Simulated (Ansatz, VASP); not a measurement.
I: VASP beside Ansatz

File INCAR:

```
ALGO     = Normal         # electronic algorithm
EDIFF    = 1E-7           # SCF threshold, eV
ENCUT    = 520            # plane-wave cutoff, eV
GGA      = PE             # functional
ISIF     = 2              # what is computed and relaxed
ISMEAR   = -1             # smearing method
LASPH    = T              # aspherical terms in the spheres
LCHARG   = F              # write CHGCAR
LREAL    = F              # projectors in reciprocal space
LWAVE    = F              # write WAVECAR
NBANDS   = 22             # bands
NELM     = 60             # most SCF steps
PREC     = Accurate       # precision mode
SIGMA    = 0.1            # smearing width, eV
```

Contents of KPOINTS:

```
k-points
0
Gamma
  6 6 3
```

The input POSCAR:

```
I
1.0
    3.6558530000      2.4162390000      0.0000000000
    3.6558530000     -2.4162390000      0.0000000000
    0.0000000000      0.0000000000     -9.8564430000
I
4
Direct
    0.1500000000      0.8500000000      0.8830000000
    0.3500000000      0.6500000000      0.3830000000
    0.8500000000      0.1500000000      0.1170000000
    0.6500000000      0.3500000000      0.6170000000
```

Input for Ansatz:

```yaml
crystal:
  lattice:
    - [3.655853, 2.416239, 0.0]
    - [3.655853, -2.416239, 0.0]
    - [0.0, 0.0, -9.856443]
  atoms:
    - { symbol: I, position: [0.15, 0.85, 0.883] }
    - { symbol: I, position: [0.35, 0.65, 0.383] }
    - { symbol: I, position: [0.85, 0.15, 0.117] }
    - { symbol: I, position: [0.65, 0.35, 0.617] }
  symmetry: { tolerance: 0.0003 }
kpoints:
  mp_grid: { grid: [6, 6, 3], shift: [0, 0, 0] }
  band_path:
    path:
      - [0.0, 0.0, 0.0]
      - [0.5, 0.5, 0.0]
      - [0.64079505, 0.35920495, 0.0]
      - [0.35920495, -0.35920495, 0.0]
      - [0.0, 0.0, 0.0]
      - [0.0, 0.0, -0.5]
      - [0.35920495, -0.35920495, -0.5]
      - [0.64079505, 0.35920495, -0.5]
      - [0.5, 0.5, -0.5]
      - [0.5, 0.5, 0.0]
      - [0.0, 0.0, 0.0]
    npoints: 6
magnetization:
  spin_polarized: false
scf:
  occupations: { method: fermi_dirac }
  lower_state_search: "off"
  max_iter: 200
hamiltonian:
  pseudopotentials: { kind: paw }
  xc: pbe
basis:
  ecutwfc: 420
  fft_grid_basis: typed
output:
  forces: true
  stress: true
  eigenvalues: true
  bader: true
  populations: true
  elf: true
  write_potential: true
  volumetric_format: npy
  dos:
    e_range: [-12, 8]
    de: 0.05
    projected: { site_lists: { I: [I] } }
checkpoint:
  read: saved_state
```

Alike in both runs: task single point; functional PBE; k mesh 6 × 6 × 3; no spin polarisation.

|  | VASP | Ansatz |
| --- | --- | --- |
| version | VASP 6.6.1 | Ansatz 0.2.0 |
| potentials or method | VASP PAW PBE potentials, release 64 (I), cutoff 520 eV | PAW plane waves |
| occupations | fermi-dirac, width 0.1 eV | fermi-dirac |
| valence electrons in the cell | 28 | 68 |

VASP gave:

| Property | Result |
| --- | --- |
| pressure (GPa) | 0.8 |
| traceless stress, the component that is largest in VASP (GPa) | -0.40 |
| rms of the force components (eV/Å) | 0.255 |

Question: What did Ansatz give for the same quantities?

Answer: Pressure (GPa): 0.8; traceless stress, the component that is largest in VASP (GPa): -0.41; rms of the force components (eV/Å): 0.264.

Atom by atom the forces differ by 0.010 eV/Å (rms over components). VASP's potentials hold 28 valence electrons a cell and Ansatz's 68, so a difference there can come from the potentials and not from the codes.

Neither program's run includes spin-orbit coupling.
